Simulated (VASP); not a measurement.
# GaCuSe2 (I-42d) in VASP: notebook, part 2 of 2

VASP 6.6.1.

## (6) Single point, PBEsol (22.63 Å³/atom)

The input, INCAR:

```
PREC = Accurate
ENCUT = 520
EDIFF = 1E-7
ISMEAR = -1
SIGMA = 0.05
LREAL = F
LASPH = T
NELM = 80
ALGO = Normal
ISIF = 2
LWAVE = F
LCHARG = F
GGA = PS
NBANDS = 46
```

The input, KPOINTS:

```
Automatic mesh
0
Gamma
  7 7 7
```

The input, POSCAR:

```
GaCuSe2
1.0
   -2.8465220030      2.8465220030      5.5855477933
    2.8465220030     -2.8465220030      5.5855477933
    2.8465220030      2.8465220030     -5.5855477933
Se Ga Cu
4 2 2
Direct
    0.1256200000      0.6250000000      0.0006200000
    0.8750000000      0.8743800000      0.4993800000
    0.6243800000      0.1250000000      0.9993800000
    0.3750000000      0.3756200000      0.5006200000
    0.2500000000      0.7500000000      0.5000000000
    0.5000000000      0.5000000000      0.0000000000
    0.7500000000      0.2500000000      0.5000000000
    0.0000000000      0.0000000000      0.0000000000
```

Potentials or basis: VASP PAW PBE potentials, release 64 (Se, Ga_d, Cu).

Run with:

```console
$ cat potpaw_PBE.64/Se/POTCAR potpaw_PBE.64/Ga_d/POTCAR potpaw_PBE.64/Cu/POTCAR > POTCAR
$ mpirun -np 1 vasp_std > vasp.out
```

Run time: 24 min. Hardware: 1 thread of Oxide Virtual Turin-like, shared host; peak memory 0.55 GiB.

It converged, with:

- Free energy: -34.2904 eV
- Pressure: -2.9 GPa
- Largest force: 0.338 eV/Å
- Band gap on the k mesh: 0.02 eV

Forces in eV/Å, atoms in the order of the input:
```
Se   0.000 -0.338  0.000
Se   0.338  0.000  0.000
Se   0.000  0.338  0.000
Se  -0.338  0.000  0.000
Ga   0.000  0.000  0.000
Ga   0.000  0.000  0.000
Cu   0.000  0.000  0.000
Cu   0.000  0.000  0.000
```

Stress tensor (GPa, compression positive):
```
-2.98  0.00  0.00
 0.00 -2.98  0.00
 0.00  0.00 -2.72
```

Levels at points of the mesh, in eV from the valence-band top:
```csv
k point,band 34,band 35,band 36,band 37,band 38,band 39
"(0.00, 0.00, 0.00)",-0.13,-0.13,0.00,0.02,1.88,2.19
```

Caveat: the smearing spreads over this small gap; semilocal functionals underestimate gaps, and a narrow one can read as zero; the PAW data sets were made with another functional, which shifts forces and pressure a little.

## (7) Single point, PBEsol (23.06 Å³/atom)

This run uses another cell than the first one, of 23.06 Å³/atom.

The input, INCAR:

```
SYSTEM = GaCuSe2
PREC = Accurate
ENCUT = 520
EDIFF = 1E-7
ISMEAR = -1
SIGMA = 0.05
LREAL = .FALSE.
LASPH = .TRUE.
NELM = 80
ALGO = Normal
ISIF = 2
LWAVE = .FALSE.
LCHARG = .TRUE.
GGA = PS
LELF = .TRUE.
LVHAR = .TRUE.
NBANDS = 46
```

The input, KPOINTS:

```
Automatic mesh
0
G
  7 7 7
  0 0 0
```

POSCAR, as its differences from that of step 6:

```diff
@@ -2,5 +2,5 @@
 1.0
-   -2.8465220030      2.8465220030      5.5855477933
-    2.8465220030     -2.8465220030      5.5855477933
-    2.8465220030      2.8465220030     -5.5855477933
+   -2.8646532052      2.8646532052      5.6211254900
+    2.8646532052     -2.8646532052      5.6211254900
+    2.8646532052      2.8646532052     -5.6211254900
 Se Ga Cu
```

Run with:

```console
$ cat potpaw_PBE.64/Se/POTCAR potpaw_PBE.64/Ga_d/POTCAR potpaw_PBE.64/Cu/POTCAR > POTCAR
$ mpirun -np 1 vasp_std > vasp.out
```

Run time: 23 min. Hardware: 1 thread of Oxide Virtual Turin-like, shared host; peak memory 0.55 GiB.

It converged, with:

| Item | Value |
| --- | --- |
| Free energy | -34.2164 eV |
| Pressure | -3.9 GPa |
| Largest force | 0.304 eV/Å |
| Band gap on the k mesh | 0.06 eV |

Forces on the atoms (eV/Å):
```
Se   0.000 -0.304  0.000
Se   0.304  0.000  0.000
Se   0.000  0.304  0.000
Se  -0.304  0.000  0.000
Ga   0.000  0.000  0.000
Ga   0.000  0.000  0.000
Cu   0.000  0.000  0.000
Cu   0.000  0.000  0.000
```

Stress tensor (GPa, compression positive):
```
-4.01  0.00  0.00
 0.00 -4.01  0.00
 0.00  0.00 -3.73
```

Levels at points of the mesh, in eV from the valence-band top:
| k point | band 33 | band 34 | band 35 | band 36 | band 37 | band 38 | band 39 | band 40 |
| --- | --- | --- | --- | --- | --- | --- | --- | --- |
| (0.00, 0.00, 0.00) | -1.35 | -0.06 | -0.06 | 0.00 | 0.06 | 1.97 | 2.22 | 3.97 |

Caveat: the cell stands under tension; the smearing spreads over this small gap; semilocal functionals underestimate gaps, and a narrow one can read as zero; the PAW data sets were made with another functional, which shifts forces and pressure a little.

## (8) The runs side by side

| level | potentials or basis | cell | gap on the mesh (eV) | pressure (GPa) | largest force (eV/Å) |
| --- | --- | --- | --- | --- | --- |
| PBE | VASP PAW PBE potentials, release 64 (Se, Ga_d, Cu) | a = 6.913 Å, angles 131.6, 131.6, 70.9°, 8 atoms, atomic positions A | 0.01 | 0.2 | 0.01 |
| LDA | VASP PAW LDA potentials, release 64 (Se, Ga_d, Cu) | a = 6.722 Å, angles 131.6, 131.6, 70.8°, 8 atoms, atomic positions B | 0.22 | 0.3 | 0.01 |
| PBE | VASP PAW PBE potentials, release 64 (Se, Ga_d, Cu) | a = 6.796 Å, angles 131.2, 131.2, 71.6°, 8 atoms, atomic positions C | 0.25 | 3.0 | 0.38 |
| PBEsol | VASP PAW PBE potentials, release 64 (Se, Ga_d, Cu) | a = 6.841 Å, angles 131.2, 131.2, 71.6°, 8 atoms, atomic positions C | 0.10 | -1.8 | 0.37 |
| PBEsol | VASP PAW PBE potentials, release 64 (Se, Ga_d, Cu) | a = 6.885 Å, angles 131.2, 131.2, 71.6°, 8 atoms, atomic positions C | 0.02 | -2.9 | 0.34 |
| PBEsol | VASP PAW PBE potentials, release 64 (Se, Ga_d, Cu) | a = 6.929 Å, angles 131.2, 131.2, 71.6°, 8 atoms, atomic positions C | 0.06 | -3.9 | 0.30 |

Alike in all rows: task single point; no spin polarisation; k mesh 7 × 7 × 7; cutoff (eV) 520; smearing fermi-dirac 0.05 eV.

Caveats: semilocal functionals underestimate gaps, and a narrow one can read as zero; the smearing spreads over this small gap (at least some runs); the PAW data sets were made with another functional, which shifts forces and pressure a little (at least some runs); the cell stands under pressure (at least some runs); the cell stands under tension (at least some runs).

Total energies depend on the potentials used, so only differences within one code and one set of settings carry meaning.

## (9) How close it comes

Step 2. Against the measured gap of GaCuSe2, 1.72 eV (“Growth and anisotropy of transport properties of CuGaSe2 single crystals”, 2018, pmc:6251020), the calculated 0.01 eV is off by -1.71 eV. So large a miss can be the level of theory's own, or it may mean another phase, state or a wrong row. 2 values of this kind are on record in papers (1.7 to 1.72 eV); this one was drawn at random among those near their median. Spin-orbit coupling on Ga, Se is left out. The value is that of PBE, without temperature or zero-point motion. Semilocal functionals fall short of measured gaps as a rule.

Step 3. A measured gap of GaCuSe2 is 1.72 eV (“Growth and anisotropy of transport properties of CuGaSe2 single crystals”, 2018, pmc:6251020); the calculated 0.22 eV misses it by -1.50 eV. So large a miss can be the level of theory's own, or it may mean another phase, state or a wrong row. 2 values of this kind are on record in papers (1.7 to 1.72 eV); this one was drawn at random among those near their median. Spin-orbit coupling on Ga, Se is left out. The value is that of LDA, without temperature or zero-point motion. Semilocal functionals fall short of measured gaps as a rule.
